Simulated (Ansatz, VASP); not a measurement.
**One calculation of Au, two programs**

```
Au
1.0
     0.00000    2.04148    2.04148
     2.04148    0.00000    2.04148
     2.04148    2.04148    0.00000
Au
1
Cartesian
  0.0000 0.0000 0.0000
```

Alike in both runs: functional PBEsol; k mesh 24 × 24 × 24; occupations gaussian, width 0.1 eV; no spin polarisation.

Ansatz relaxed the structure, and its values are those at the end. VASP's run is a single point on that final structure, the one shown.

```csv
,VASP,Ansatz
version,VASP 6.6.1,Ansatz 0.2.0
potentials or method,"VASP PAW PBE potentials, release 64 (Au), cutoff 520 eV","scalar-relativistic, plane waves, PAW"
valence electrons in the cell,11,19
```

VASP gave:

| Item | Value |
| --- | --- |
| gap on the k mesh at the Fermi level (eV) | none |
| pressure (GPa) | -0.3 |

Task: Estimate Ansatz's values.

Result: gap on the k mesh at the Fermi level (eV): none; pressure (GPa): 0.0.

VASP's potentials were made for PBE, not for PBEsol. A gap of «none» marks a metal or a gap that the smearing closes. The functional is the same, so the differences come from potentials, cutoffs and numerics. VASP's potentials hold 11 valence electrons a cell and Ansatz's 19, so a difference there can come from the potentials and not from the codes.

Spin-orbit coupling is off throughout.
